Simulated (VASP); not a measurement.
Input of a VASP 6.6.1 run:

File INCAR:

```
SYSTEM = La16HO24
PREC = Accurate ; ENCUT = 520
EDIFF = 1E-6 ; ISMEAR = -1
SIGMA = 0.01 ; LREAL = Auto
LASPH = .TRUE. ; NELM = 60
ALGO = Normal ; ISIF = 2
LWAVE = .FALSE. ; LCHARG = .FALSE.
GGA = PE ; NBANDS = 186
NELECT = 322.0
```

The input KPOINTS:

```
regular mesh
0
G
  1 1 1
  0 0 0
```

Contents of POSCAR:

```
La16HO24
1.0
    7.8811453700     -0.0000000600      0.0000000000
   -3.9405726400      6.8252721300      0.0000000000
    0.0000000000      0.0000000000     12.3757188400
La O H
16 24 1
Direct
    0.3420698398      0.1839702501      0.3727465903
    0.1843173485      0.3417916482      0.1274455262
    0.3271088687      0.1541274838      0.8693763279
    0.1543666766      0.3267726131      0.6307352406
    0.3420642766      0.6572669829      0.3728016982
    0.1664722338      0.8328365378      0.1050370501
    0.3271498406      0.6721232403      0.8693730957
    0.1664195392      0.8328151467      0.6060359076
    0.8331336221      0.1661746269      0.3949754405
    0.6575393332      0.3417939966      0.1273927616
    0.8331328765      0.1661246656      0.8941311727
    0.6724520551      0.3268155464      0.6307455834
    0.8153075867      0.6572003231      0.3727468327
    0.6574855967      0.8149824554      0.1274410820
    0.8451121961      0.6721452220      0.8693900645
    0.6724884155      0.8448911531      0.6307312004
    0.3219866087      0.1438492123      0.1854412685
    0.1443351758      0.3217782334      0.3147569083
    0.0208075242     -0.0215260280     -0.0134350984
    0.3332454840      0.1664415716      0.6709965787
    0.1667676392      0.3329528796      0.8291172523
   -0.0213338079      0.0206069437      0.5135519869
    0.3219342622      0.6773469147      0.1855380709
    0.1664557264      0.8328164653      0.3917470219
    0.0208773556      0.5415394333     -0.0133748190
    0.3332552376      0.6659965981      0.6709256333
    0.1664499152      0.8327931695      0.8018307565
   -0.0214253769      0.4572651375      0.5135334022
    0.8331300977      0.1661589499      0.1087103721
    0.6775664961      0.3217101090      0.3146676206
    0.4577609483     -0.0216388401     -0.0133986560
    0.8330957525      0.1661633453      0.6983862604
    0.6662915065      0.3329542027      0.8291927227
    0.5420345883      0.0206651149      0.5135130397
    0.8554538147      0.6773395937      0.1854480560
    0.6775429034      0.8549826189      0.3147451918
    0.4997347545      0.4995992782      0.0175257698
    0.8328108644      0.6660089097      0.6710168603
    0.6663070390      0.8324979476      0.8290967283
    0.4998747537      0.4994171610      0.4825414246
   -0.5001954628     -0.5005442955      0.2498851210
```

Potentials or basis: VASP PAW PBE potentials, release 64 (La, O, H).

Run with:

```sh
$ cat potpaw_PBE.64/La/POTCAR potpaw_PBE.64/O/POTCAR potpaw_PBE.64/H/POTCAR > POTCAR
$ mpirun -np 1 vasp_gam > vasp.out
```

**Question.** What does it give for the largest force?

**Answer.** 0.019 eV/Å.

Forces in eV/Å, atoms in the order of the input:
```
La   0.000  0.006 -0.016
La   0.005  0.004  0.015
La  -0.001 -0.006 -0.017
La  -0.005 -0.003  0.018
La   0.006 -0.003 -0.017
La   0.000 -0.001  0.003
La  -0.005  0.003 -0.017
La   0.000 -0.001  0.016
La   0.001 -0.001 -0.003
La  -0.005  0.003  0.016
La   0.000  0.000 -0.015
La   0.006 -0.003  0.017
La  -0.005 -0.002 -0.016
La   0.000 -0.006  0.016
La   0.005  0.004 -0.018
La   0.000  0.005  0.019
O   -0.001 -0.001  0.005
O    0.001 -0.001 -0.006
O    0.003 -0.003  0.006
O    0.000  0.004 -0.002
O    0.002  0.003  0.002
O   -0.004  0.002 -0.006
O    0.002 -0.003  0.004
O   -0.001  0.003 -0.006
O    0.000  0.004  0.006
O    0.002  0.000 -0.002
O    0.001  0.000  0.004
O    0.000 -0.003 -0.006
O    0.000  0.002  0.006
O   -0.001  0.000 -0.005
O   -0.004 -0.002  0.006
O    0.001  0.000 -0.005
O   -0.003  0.004  0.002
O    0.003  0.001 -0.006
O   -0.001 -0.003  0.005
O    0.000 -0.002 -0.005
O    0.001 -0.002  0.005
O   -0.003  0.000 -0.003
O    0.000 -0.002  0.003
O   -0.001  0.000 -0.005
H    0.000  0.001  0.001
```

Caveat: the k points lie up to 0.92 Å⁻¹ apart, too coarse for converged energies, forces and pressures; the cell carries a net charge on a neutralising background, which shifts energy and pressure.
